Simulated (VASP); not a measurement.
Wanted: the native input for a VASP 6.6.1 run.

| Quantity | Value |
| --- | --- |
| Task | single point |
| Functional | PBE0 |
| Potentials or basis | VASP PAW PBE potentials, release 64 (In_d, P) |
| Cutoff | 520 eV |
| k mesh | 6 × 6 × 6 |
| Occupations | gaussian, width 0.01 eV |
| Spin | no spin polarisation |
| Dipole correction | no |
| Grid for exact exchange (PRECFOCK) | Normal |
| Further INCAR settings | ALGO = Normal; EDIFF = 1e-07; NBANDS = 16 |
| Share of exact exchange | 0.25 |

Crystal: InP.

```
CELL_PARAMETERS angstrom
0.00000 2.95380 2.95380
2.95380 0.00000 2.95380
2.95380 2.95380 0.00000
ATOMIC_POSITIONS crystal
In 0.00000 0.00000 0.00000
P 0.25000 0.25000 0.25000
```

These files were run (other wordings do the same):

POSCAR

```
InP
1.0
    0.0000000000      2.9538002896      2.9538002896
    2.9538002896      0.0000000000      2.9538002896
    2.9538002896      2.9538002896      0.0000000000
In P
1 1
Direct
    0.0000000000      0.0000000000      0.0000000000
    0.2500000000      0.2500000000      0.2500000000
```

INCAR.step1

```
SYSTEM = InP
PREC = Accurate ; ENCUT = 520
EDIFF = 1E-5 ; ISMEAR = 0
SIGMA = 0.01 ; LREAL = .False.
LASPH = .True. ; NELM = 100
ALGO = Normal ; ISIF = 2
LWAVE = .True. ; LCHARG = .False.
GGA = PE ; NBANDS = 16
```

INCAR.step2

```
SYSTEM = InP
PREC = Accurate ; ENCUT = 520
EDIFF = 1E-7 ; ISMEAR = 0
SIGMA = 0.01 ; LREAL = .False.
LASPH = .True. ; NELM = 100
ALGO = Normal ; ISIF = 2
LWAVE = .False. ; LCHARG = .False.
GGA = PE ; LHFCALC = .True.
AEXX = 0.25 ; PRECFOCK = Normal
ISTART = 1 ; NBANDS = 16
```

KPOINTS

```
regular mesh
0
Gamma
  6 6 6
  0 0 0
```

Potentials or basis: VASP PAW PBE potentials, release 64 (In_d, P).

Run with:

```console
$ cat potpaw_PBE.64/In_d/POTCAR potpaw_PBE.64/P/POTCAR > POTCAR
$ cp INCAR.step1 INCAR
$ mpirun -np 1 vasp_std > vasp.out
$ cp INCAR.step2 INCAR
$ mpirun -np 1 vasp_std > vasp.out
```

Results of the run:

* Pressure: -0.6 GPa
* Band gap on the k mesh: 1.99 eV

Caveat: the PAW data sets were made with another functional, which shifts forces and pressure a little; spin-orbit coupling is left out, which moves the levels of the heavy elements.

Run time: 46 min on 1 thread of Oxide Virtual Turin-like Processor, on a shared host, peak memory 0.17 GiB.
